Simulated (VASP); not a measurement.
# HfO2 (Fm-3m) in VASP: settings compared, part 2 of 2

VASP 6.6.1. Earlier steps stand in the parts before.

## (3) Single point, PBE

Input file INCAR:

```
SYSTEM = HfO2
PREC = Accurate
ENCUT = 520
EDIFF = 1E-6
ISMEAR = -1
SIGMA = 0.05
LREAL = .False.
LASPH = .True.
NELM = 100
ALGO = Normal
ISIF = 2
LWAVE = .False.
LCHARG = .False.
GGA = PE
NBANDS = 18
```

Input file KPOINTS:

```
Automatic mesh
0
Gamma
  5 5 5
  0 0 0
```

Input file POSCAR:

```
HfO2
1.0
    0.0000000000      2.5575000000      2.5575000000
    2.5575000000      0.0000000000      2.5575000000
    2.5575000000      2.5575000000      0.0000000000
Hf O
1 2
Direct
    0.0000000000      0.0000000000      0.0000000000
    0.7500000000      0.7500000000      0.7500000000
    0.2500000000      0.2500000000      0.2500000000
```

Potentials or basis: VASP PAW PBE potentials, release 64 (Hf_pv, O).

On the command line:

```
cat potpaw_PBE.64/Hf_pv/POTCAR potpaw_PBE.64/O/POTCAR > POTCAR
mpirun -np 1 vasp_std > vasp.out
```

OUTCAR:

```text
SYSTEM = HfO2
   PREC = Accurate
   ENCUT = 520
   EDIFF = 1E-6
   ISMEAR = -1
   LREAL = .False.
   LASPH = .True.
   NELM = 100
   ISIF = 2
   GGA = PE

 ion  position               nearest neighbor table
   1  0.000  0.000  0.000-   2 2.21   2 2.21   2 2.21   2 2.21   3 2.21   3 2.21   3 2.21   3 2.21

   2  0.750  0.750  0.750-   1 2.21   1 2.21   1 2.21   1 2.21
   3  0.250  0.250  0.250-   1 2.21   1 2.21   1 2.21   1 2.21

  LATTYP: Found a face centered cubic cell.
 ALAT       =     5.1150000000

  Lattice vectors:

 A1 = (   0.0000000000,   2.5575000000,   2.5575000000)
 A2 = (   2.5575000000,   0.0000000000,   2.5575000000)
 A3 = (   2.5575000000,   2.5575000000,   0.0000000000)

Analysis of symmetry for initial positions (statically):
=====================================================================
 Subroutine PRICEL returns:
 Original cell was already a primitive cell.

 Routine SETGRP: Setting up the symmetry group for a
 face centered cubic supercell.

 Subroutine GETGRP returns: Found 48 space group operations
 (whereof 48 operations were pure point group operations)
 out of a pool of 48 trial point group operations.

The static configuration has the point symmetry O_h .

Analysis of symmetry for dynamics (positions and initial velocities):
=====================================================================
 Subroutine PRICEL returns:
 Original cell was already a primitive cell.

 Routine SETGRP: Setting up the symmetry group for a
 face centered cubic supercell.

 Subroutine GETGRP returns: Found 48 space group operations
 (whereof 48 operations were pure point group operations)
 out of a pool of 48 trial point group operations.

The dynamic configuration has the point symmetry O_h .

 Subroutine INISYM returns: Found 48 space group operations
 (whereof 48 operations are pure point group operations),
[... 98 lines left out ...]
   ISMEAR =    -1;   SIGMA  =   0.05  broadening in eV -4-tet -1-fermi 0-gaus
   EFERMI_NEDOS =   21; number of points for ismear=-14 and -15
   IALGO  =     38    algorithm
   IMIX   =      4    mixing-type and parameters
     AMIX     =   0.40;   BMIX     =  1.00
     AMIX_MAG =   1.60;   BMIX_MAG =  1.00
  volume/ion in A,a.u.               =      11.15        75.26
  Fermi-wavevector in a.u.,A,eV,Ry     =   1.423607  2.690227 27.574337  2.026657
  Thomas-Fermi vector in A             =   2.544186
   LORBIT       =      0    0 simple, 1 ext, 2 COOP (PROOUT), +10 PAW based schemes
   GGA     = PE    functional components
   LHFCALC =     F    Hartree Fock is set to
   AEXX    =    0.0000 exact exchange contribution
   IVDW    =     0    specifies the selected vdW correction
   LEPSILON=     F    determine dielectric tensor
   LRPA    =     F    only Hartree local field effects (RPA)
 non-spin polarized calculation
  energy-cutoff  :      520.00
  volume of cell :       33.46
 maximum number of plane-waves:       914
   NGX = 13   NGY = 13   NGZ = 13

 number of electron      21.9999993 magnetization

 Free energy of the ion-electron system (eV)
  ---------------------------------------------------
  ext. energy  EPLUGINS =         0.00000000
  ---------------------------------------------------
  free energy    TOTEN  =       -30.23359904 eV

  energy without entropy =      -30.23359904  energy(sigma->0) =      -30.23359904

 E-fermi :   5.0697     XC(G=0): -11.6974

 val. band max:        3.8629754613   @ k =  -0.4000   0.4000   0.0000
 cond. band min:       7.8696200028   @ k =   0.0000   0.0000   0.0000
 fundamental gap:      4.0066445415
 Fermi energy:         5.0696564368

 k-point     1 :       0.0000    0.0000    0.0000
  band No.  band energies     occupation
      1     -25.7561      2.00000
      2     -25.7561      2.00000
      3     -25.7561      2.00000
      4     -14.5140      2.00000
      5     -11.6119      2.00000
      6      -1.1273      2.00000
[... 187 lines left out ...]
      5     -12.6542      2.00000
      6      -1.0899      2.00000
[... 10 lines left out ...]
     17      15.7755      0.00000
     18      17.2609      0.00000

------------------------ aborting loop because EDIFF is reached ----------------------------------------

  FORCE on cell =-STRESS in cart. coord.  units (eV):
  Direction    XX          YY          ZZ          XY          YZ          ZX
  --------------------------------------------------------------------------------------
  -------------------------------------------------------------------------------------
  Total       -1.2508501     -1.2508501     -1.2508501      0.0000000      0.0000000     -0.0000000
  in kB      -59.9016687    -59.9016687    -59.9016687      0.0000000      0.0000000     -0.0000000
  external PRESSURE =     -59.9016687 kB  Pullay stress =       0.0000000 kB

 VOLUME and BASIS-vectors are now :
 -----------------------------------------------------------------------------
  energy-cutoff  :      520.00
  volume of cell :       33.46
      direct lattice vectors                 reciprocal lattice vectors
     0.000000000  2.557500000  2.557500000    -0.195503421  0.195503421  0.195503421
     2.557500000  0.000000000  2.557500000     0.195503421 -0.195503421  0.195503421
     2.557500000  2.557500000  0.000000000     0.195503421  0.195503421 -0.195503421

 POSITION                                       TOTAL-FORCE (eV/Angst)
 -----------------------------------------------------------------------------------
      0.00000      0.00000      0.00000         0.000000      0.000000     -0.000000
      3.83625      3.83625      3.83625         0.000000      0.000000      0.000000
      1.27875      1.27875      1.27875        -0.000000     -0.000000     -0.000000
 -----------------------------------------------------------------------------------
    total drift:                                0.000000      0.000000      0.000000

  FREE ENERGIE OF THE ION-ELECTRON SYSTEM (eV)
  ---------------------------------------------------
  free  energy   TOTEN  =       -30.2335990364 eV

  energy  without entropy=      -30.2335990364  energy(sigma->0) =      -30.23359904
```

OSZICAR:

```text
N       E                     dE             d eps       ncg     rms          rms(c)
DAV:   1     0.935892088935E+02    0.93589E+02   -0.13065E+04   360   0.122E+03
DAV:   2    -0.321273362189E+02   -0.12572E+03   -0.12314E+03   474   0.294E+02
DAV:   3    -0.360391615642E+02   -0.39118E+01   -0.38938E+01   406   0.466E+01
DAV:   4    -0.360633698000E+02   -0.24208E-01   -0.24191E-01   454   0.395E+00
DAV:   5    -0.360635336205E+02   -0.16382E-03   -0.16382E-03   382   0.311E-01    0.453E+01
DAV:   6    -0.303830642998E+02    0.56805E+01   -0.20866E+01   366   0.321E+01    0.399E+01
DAV:   7    -0.302762692582E+02    0.10680E+00   -0.67990E-01   396   0.681E+00    0.285E+01
DAV:   8    -0.302598151932E+02    0.16454E-01   -0.34489E-01   388   0.529E+00    0.101E+01
DAV:   9    -0.302331906195E+02    0.26625E-01   -0.74862E-02   378   0.235E+00    0.275E+00
DAV:  10    -0.302335528537E+02   -0.36223E-03   -0.34224E-03   412   0.444E-01    0.134E-01
DAV:  11    -0.302335837952E+02   -0.30942E-04   -0.18939E-04   402   0.115E-01    0.234E-01
DAV:  12    -0.302335981432E+02   -0.14348E-04   -0.40965E-05   388   0.426E-02    0.451E-03
DAV:  13    -0.302335990364E+02   -0.89329E-06   -0.14206E-06   404   0.882E-03
   1 F= -.30233599E+02 E0= -.30233599E+02  d E =-.797804E-11
```

stdout:

```text
POSCAR found type information on POSCAR HfO
 POSCAR found :  2 types and       3 ions
 scaLAPACK will be used
 LDA part: xc-table for (Slater+PW92), standard interpolation
 POSCAR, INCAR and KPOINTS ok, starting setup
 FFT: planning ... GRIDC
 FFT: planning ... GRID_SOFT
 FFT: planning ... GRID
 WAVECAR not read
 entering main loop
```

It took 15 s on 1 thread of Intel Xeon 8259CL, shared host; peak memory 0.16 GiB.

What came out:

```
Free energy            : -30.2336 eV
Pressure               : -6.0 GPa
Band gap on the k mesh : 4.01 eV (least direct gap 4.33 eV)
```

Levels at points of the mesh, in eV from the valence-band top:
| k point | band 7 | band 8 | band 9 | band 10 | band 11 | band 12 | band 13 | band 14 | band 15 | band 16 |
| --- | --- | --- | --- | --- | --- | --- | --- | --- | --- | --- |
| (0.00, 0.00, 0.00) | -4.99 | -4.99 | -0.40 | -0.40 | -0.40 | 4.01 | 4.01 | 5.82 | 10.28 | 10.28 |

Caveat: the k points lie up to 0.43 Å⁻¹ apart; spin-orbit coupling is left out, which moves the levels of the heavy elements; an odd mesh through Γ misses points on the zone boundary, where band edges can lie.

## (4) Single point, PBE

This run uses another cell than the first one, of 11.04 Å³/atom.

Input file INCAR:

```
SYSTEM = HfO2
PREC = Accurate
ENCUT = 520
EDIFF = 1E-6
ISMEAR = -1
SIGMA = 0.05
LREAL = .FALSE.
LASPH = .TRUE.
NELM = 60
ALGO = Normal
ISIF = 2
LWAVE = .FALSE.
LCHARG = .FALSE.
GGA = PE
NBANDS = 18
```

Input file KPOINTS:

```
regular mesh
0
G
  9 9 9
  0 0 0
```

Input file POSCAR:

```
HfO2
1.0
    0.0000000000      2.5488082299      2.5488082299
    2.5488082299      0.0000000000      2.5488082299
    2.5488082299      2.5488082299      0.0000000000
Hf O
1 2
Direct
    0.0000000000      0.0000000000      0.0000000000
    0.7500000000      0.7500000000      0.7500000000
    0.2500000000      0.2500000000      0.2500000000
```

Potentials or basis: VASP PAW PBE potentials, release 64 (Hf_pv, O).

On the command line:

```
cat potpaw_PBE.64/Hf_pv/POTCAR potpaw_PBE.64/O/POTCAR > POTCAR
mpirun -np 1 vasp_std > vasp.out
```

OUTCAR:

```text
SYSTEM = HfO2
   PREC = Accurate
   ENCUT = 520
   EDIFF = 1E-6
   ISMEAR = -1
   LREAL = .FALSE.
   LASPH = .TRUE.
   NELM = 60
   ISIF = 2
   GGA = PE

 ion  position               nearest neighbor table
   1  0.000  0.000  0.000-   2 2.21   2 2.21   2 2.21   2 2.21   3 2.21   3 2.21   3 2.21   3 2.21

   2  0.750  0.750  0.750-   1 2.21   1 2.21   1 2.21   1 2.21
   3  0.250  0.250  0.250-   1 2.21   1 2.21   1 2.21   1 2.21

  LATTYP: Found a face centered cubic cell.
 ALAT       =     5.0976164598

  Lattice vectors:

 A1 = (   0.0000000000,   2.5488082299,   2.5488082299)
 A2 = (   2.5488082299,   0.0000000000,   2.5488082299)
 A3 = (   2.5488082299,   2.5488082299,   0.0000000000)

Analysis of symmetry for initial positions (statically):
=====================================================================
 Subroutine PRICEL returns:
 Original cell was already a primitive cell.

 Routine SETGRP: Setting up the symmetry group for a
 face centered cubic supercell.

 Subroutine GETGRP returns: Found 48 space group operations
 (whereof 48 operations were pure point group operations)
 out of a pool of 48 trial point group operations.

The static configuration has the point symmetry O_h .

[... 162 lines left out ...]

 val. band max:        4.0900059104   @ k =  -0.4444   0.4444   0.0000
 cond. band min:       7.9550891596   @ k =   0.4444   0.4444   0.0000
 fundamental gap:      3.8650832492
 Fermi energy:         5.2024966871

 k-point     1 :       0.0000    0.0000    0.0000
  band No.  band energies     occupation
      1     -25.6225      2.00000
      2     -25.6225      2.00000
      3     -25.6225      2.00000
      4     -14.4908      2.00000
      5     -11.5386      2.00000
      6      -1.1027      2.00000
[... 481 lines left out ...]
      5     -12.4914      2.00000
      6      -2.0879      2.00000
[... 10 lines left out ...]
     17      16.0209      0.00000
     18      17.5100      0.00000

 [... further k-points ...]

------------------------ aborting loop because EDIFF is reached ----------------------------------------

  FORCE on cell =-STRESS in cart. coord.  units (eV):
  Direction    XX          YY          ZZ          XY          YZ          ZX
  --------------------------------------------------------------------------------------
  -------------------------------------------------------------------------------------
  Total       -0.7494669     -0.7494669     -0.7494669      0.0000000      0.0000000      0.0000000
  in kB      -36.2594812    -36.2594812    -36.2594812      0.0000000      0.0000000      0.0000000
  external PRESSURE =     -36.2594812 kB  Pullay stress =       0.0000000 kB

 VOLUME and BASIS-vectors are now :
 -----------------------------------------------------------------------------
  energy-cutoff  :      520.00
  volume of cell :       33.12
      direct lattice vectors                 reciprocal lattice vectors
     0.000000000  2.548808230  2.548808230    -0.196170114  0.196170114  0.196170114
     2.548808230  0.000000000  2.548808230     0.196170114 -0.196170114  0.196170114
     2.548808230  2.548808230  0.000000000     0.196170114  0.196170114 -0.196170114

 POSITION                                       TOTAL-FORCE (eV/Angst)
 -----------------------------------------------------------------------------------
      0.00000      0.00000      0.00000        -0.000000      0.000000      0.000000
      3.82321      3.82321      3.82321        -0.000000     -0.000000     -0.000000
      1.27440      1.27440      1.27440         0.000000      0.000000      0.000000
 -----------------------------------------------------------------------------------
    total drift:                                0.000000      0.000000      0.000000

  FREE ENERGIE OF THE ION-ELECTRON SYSTEM (eV)
  ---------------------------------------------------
  free  energy   TOTEN  =       -30.2433740942 eV

  energy  without entropy=      -30.2433740942  energy(sigma->0) =      -30.24337409
```

OSZICAR:

```text
N       E                     dE             d eps       ncg     rms          rms(c)
DAV:   1     0.915455559079E+02    0.91546E+02   -0.12651E+04  1260   0.121E+03
DAV:   2    -0.320704858528E+02   -0.12362E+03   -0.12042E+03  1652   0.285E+02
DAV:   3    -0.360295006703E+02   -0.39590E+01   -0.39408E+01  1430   0.456E+01
DAV:   4    -0.360520357996E+02   -0.22535E-01   -0.22530E-01  1534   0.386E+00
DAV:   5    -0.360521898707E+02   -0.15407E-03   -0.15407E-03  1422   0.292E-01    0.463E+01
DAV:   6    -0.303853744710E+02    0.56668E+01   -0.20520E+01  1290   0.322E+01    0.406E+01
DAV:   7    -0.302838157327E+02    0.10156E+00   -0.67125E-01  1424   0.676E+00    0.287E+01
DAV:   8    -0.302678129532E+02    0.16003E-01   -0.32231E-01  1368   0.515E+00    0.994E+00
DAV:   9    -0.302430386251E+02    0.24774E-01   -0.71833E-02  1336   0.229E+00    0.269E+00
DAV:  10    -0.302433224691E+02   -0.28384E-03   -0.33838E-03  1368   0.443E-01    0.157E-01
DAV:  11    -0.302433592021E+02   -0.36733E-04   -0.18214E-04  1464   0.114E-01    0.220E-01
DAV:  12    -0.302433731570E+02   -0.13955E-04   -0.39421E-05  1386   0.419E-02    0.113E-02
DAV:  13    -0.302433740942E+02   -0.93723E-06   -0.14070E-06  1340   0.888E-03
   1 F= -.30243374E+02 E0= -.30243374E+02  d E =-.923957E-11
```

stdout:

```text
POSCAR found type information on POSCAR HfO
 POSCAR found :  2 types and       3 ions
 scaLAPACK will be used
 LDA part: xc-table for (Slater+PW92), standard interpolation
 POSCAR, INCAR and KPOINTS ok, starting setup
 FFT: planning ... GRIDC
 FFT: planning ... GRID_SOFT
 FFT: planning ... GRID
 WAVECAR not read
 entering main loop
```

It took 34 s on 1 thread of Intel Xeon 8259CL, shared host; peak memory 0.17 GiB.

What came out:

```
Free energy            : -30.2434 eV
Pressure               : -3.6 GPa
Band gap on the k mesh : 3.87 eV (least direct gap 3.98 eV)
```

Levels at points of the mesh, in eV from the valence-band top:
```tsv
k point	band 7	band 8	band 9	band 10	band 11	band 12	band 13	band 14	band 15	band 16
(0.00, 0.00, 0.00)	-5.19	-5.19	-0.55	-0.55	-0.55	3.89	3.89	5.76	10.27	10.27
```

Caveat: the cell stands under tension; spin-orbit coupling is left out, which moves the levels of the heavy elements; an odd mesh through Γ misses points on the zone boundary, where band edges can lie.

## (5) Overview

| level | cell | k mesh | cutoff (eV) | smearing | gap on the mesh (eV) | pressure (GPa) |
| --- | --- | --- | --- | --- | --- | --- |
| PBEsol | a = 3.617 Å, angles 60.0°, 3 atoms | 8 × 8 × 8 | 600 | fermi-dirac 0.005 eV | 3.60 | -13.7 |
| PBE | a = 3.617 Å, angles 60.0°, 3 atoms | 5 × 5 × 5 | 520 | fermi-dirac 0.05 eV | 4.01 | -6.0 |
| PBE | a = 3.605 Å, angles 60.0°, 3 atoms | 9 × 9 × 9 | 520 | fermi-dirac 0.05 eV | 3.87 | -3.6 |

Alike in all rows: task single point; potentials or basis VASP PAW PBE potentials, release 64 (Hf_pv, O); no spin polarisation.

Caveats: some runs use coarse meshes; spin-orbit coupling is left out, which moves the levels of the heavy elements; the cell stands under tension (at least some runs); an odd mesh through Γ misses points on the zone boundary, where band edges can lie (at least some runs); the PAW data sets were made with another functional, which shifts forces and pressure a little (at least some runs).

Total energies depend on the potentials used, so only differences within one code and one set of settings carry meaning.
